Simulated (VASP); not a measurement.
Set up this calculation in VASP 6.6.1, as the native input.

```
Task                   : single point
Functional             : PBEsol
Potentials or basis    : VASP PAW PBE potentials, release 64 (I, Na_pv)
Cutoff                 : 520 eV
k mesh                 : 6 × 6 × 6
Occupations            : fermi-dirac, width 0.05 eV
Spin                   : no spin polarisation
Dipole correction      : no
Further INCAR settings : ALGO = Normal; EDIFF = 1e-06; NBANDS = 14
```

The structure of NaI lies in POSCAR:

```
NaI
1.0
    0.0000000000      3.2364000000      3.3011280000
    3.2364000000      0.0000000000      3.3011280000
    3.2364000000      3.2364000000      0.0000000000
I Na
1 1
Direct
    0.5000000000      0.5000000000      0.5000000000
    0.0000000000      0.0000000000      0.0000000000
```

One way to write it, as run:

INCAR

```
SYSTEM = NaI
PREC = Accurate ; ENCUT = 520
EDIFF = 1E-6 ; ISMEAR = -1
SIGMA = 0.05 ; LREAL = .False.
LASPH = .True. ; NELM = 80
ALGO = Normal ; ISIF = 2
LWAVE = .False. ; LCHARG = .False.
GGA = PS ; NBANDS = 14
```

KPOINTS

```
Automatic mesh
0
Gamma
  6 6 6
  0 0 0
```

Potentials or basis: VASP PAW PBE potentials, release 64 (I, Na_pv).

Command:

```console
$ cat potpaw_PBE.64/I/POTCAR potpaw_PBE.64/Na_pv/POTCAR > POTCAR
$ mpirun -np 1 vasp_std > vasp.out
```

Results of the run:

```yaml
Pressure: -0.7 GPa
Band_gap_on_the_k_mesh: 3.44 eV
```

Caveat: the PAW data sets were made with another functional, which shifts forces and pressure a little; spin-orbit coupling is left out, which moves the levels of the heavy elements.

Run time: 38 s on 1 thread of Intel Xeon 8259CL, on a shared host, peak memory 0.21 GiB.
